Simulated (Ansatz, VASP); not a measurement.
**TaN: VASP beside Ansatz**

INCAR

```
SYSTEM = TaN
  PREC = Accurate
  ENCUT = 520
  EDIFF = 1E-8
  ISMEAR = -1
  SIGMA = 0.01
  LREAL = .FALSE.
  LASPH = .TRUE.
  NELM = 80
  ALGO = Normal
  ISIF = 2
  LWAVE = .FALSE.
  LCHARG = .FALSE.
  GGA = PE
  LEFG = .TRUE.
  NBANDS = 33
```

The input KPOINTS:

```
regular mesh
0
G
  6 6 9
  0 0 0
```

Contents of POSCAR:

```
TaN
1.0
    5.1960008669     -0.0779400130     -0.0779400130
   -2.6654984646      4.5388387553     -0.0285280247
   -0.0436650000     -0.0436650000      2.9110000000
Ta N
3 3
Direct
    0.3333333333      0.6666666667      0.5000000000
    0.6666666667      0.3333333333      0.5000000000
    0.0000000000      0.0000000000      0.0000000000
    0.3928500000      0.0000000000      0.0000000000
    0.6071500000      0.6071500000      0.0000000000
    0.0000000000      0.3928500000      0.0000000000
```

Input for Ansatz:

```yaml
crystal:
  lattice:
    - [5.1960008669, -0.077940013, -0.077940013]
    - [-2.6654984646, 4.5388387553, -0.0285280247]
    - [-0.043665, -0.043665, 2.911]
  atoms:
    - { symbol: Ta, position: [0.3333333333, 0.6666666667, 0.5] }
    - { symbol: Ta, position: [0.6666666667, 0.3333333333, 0.5] }
    - { symbol: Ta, position: [0.0, 0.0, 0.0] }
    - { symbol: "N", position: [0.39285, 0.0, 0.0] }
    - { symbol: "N", position: [0.60715, 0.60715, 0.0] }
    - { symbol: "N", position: [0.0, 0.39285, 0.0] }
kpoints:
  mp_grid: { grid: [6, 6, 9] }
scf:
  occupations: { method: fermi_dirac, width: 0.01 }
hamiltonian:
  xc: pbe
  pseudopotentials: { kind: all_electron, datasets: crystal }
output:
  forces: true
  stress: true
  eigenvalues: true
  efg: { contact_densities: true }
```

Change from the starting cell: equal xy, yz and zx shear strains of -3 %, crystal datasets.

Alike in both runs: task electric field gradients; functional PBE; k mesh 6 × 6 × 9; occupations fermi-dirac, width 0.01 eV; no spin polarisation.

```csv
,VASP,Ansatz
version,VASP 6.6.1,Ansatz 0.2.0
potentials or method,"VASP PAW PBE potentials, release 64 (Ta_pv, N), cutoff 520 eV","all-electron PAW with datasets made for the crystal, scalar-relativistic"
```

|  | VASP | Ansatz | Ansatz less VASP |
| --- | --- | --- | --- |
| pressure (GPa) | 6.6 | 5.9 | -0.70 |
| traceless stress, the component that is largest in VASP (GPa) | 6.35 | 6.27 | -0.075 |
| rms of the force components (eV/Å) | 0.188 | 0.180 | -0.0078 |
| size of Vzz on the site where it differs most (V/Å²) | 180.5 | 114.8 | -65.66 |

Atom by atom the forces differ by 0.011 eV/Å (rms over components). Ansatz ran all-electron here, and VASP with PAW potentials.

Neither program's run includes spin-orbit coupling.
